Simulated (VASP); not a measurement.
# CdHg3Se4: single point with PBE

The system is CdHg3Se4.

```
CELL_PARAMETERS angstrom
4.42098 0.00000 0.00000
0.00000 4.41643 6.23479
0.00000 -4.41643 6.23479
ATOMIC_POSITIONS crystal
Cd 0.50000 0.49939 0.49939
Hg 0.00000 0.49965 0.00029
Hg 0.00000 0.00029 0.49965
Hg 0.50000 0.00042 0.00042
Se 0.00000 0.87524 0.87524
Se 0.00000 0.37646 0.37646
Se 0.50000 0.37581 0.87274
Se 0.50000 0.87274 0.37581
```

| Item | Value |
| --- | --- |
| Program | VASP 6.6.1 |
| Task | single point |
| Functional | PBE |
| Potentials or basis | VASP PAW PBE potentials, release 64 (Cd, Hg, Se) |
| Cutoff | 520 eV |
| k mesh | 8 × 6 × 6 |
| Occupations | gaussian, width 0.1 eV |
| Spin | no spin polarisation |
| Dipole correction | no |
| Further INCAR settings | ALGO = Normal; EDIFF = 1e-07; NBANDS = 46 |

```yaml
Pressure: 0.2 GPa
Largest_force: 0.003 eV/Å
Band_gap_on_the_k_mesh: zero (filled and empty bands touch)
```

Forces in eV/Å, atoms in the order of the input:
```
Cd   0.000  0.000 -0.002
Hg   0.000  0.000 -0.002
Hg   0.000  0.000 -0.002
Hg   0.000  0.000 -0.003
Se   0.000  0.000  0.002
Se   0.000  0.000  0.000
Se   0.000  0.000  0.003
Se   0.000  0.000  0.003
```

Levels at points of the mesh, in eV from the Fermi level:
```tsv
k point	band 33	band 34	band 35	band 36	band 37	band 38	band 39	band 40
(0.00, 0.00, 0.00)	-0.80	-0.76	-0.07	-0.07	-0.06	1.10	1.51	2.92
(0.50, 0.00, 0.00)	-2.06	-2.04	-0.93	-0.82	2.38	2.61	3.40	4.03
(0.00, 0.50, 0.00)	-0.58	-0.57	-0.41	-0.40	1.06	1.31	2.62	2.99
(0.50, 0.50, 0.00)	-1.55	-1.43	-1.39	-1.38	2.51	2.63	2.64	3.33
(0.00, 0.50, 0.50)	-1.04	-1.04	-0.87	-0.82	2.14	2.20	2.38	2.95
(0.50, 0.50, 0.50)	-0.92	-0.88	-0.83	-0.80	1.10	1.45	2.59	3.13
```

Run time: 22 min on 1 thread of Intel Xeon 8259CL, on a shared host, peak memory 0.8 GiB.

Caveat: semilocal functionals underestimate gaps, so a narrow gap can read as zero; spin-orbit coupling is left out, which moves the levels of the heavy elements.
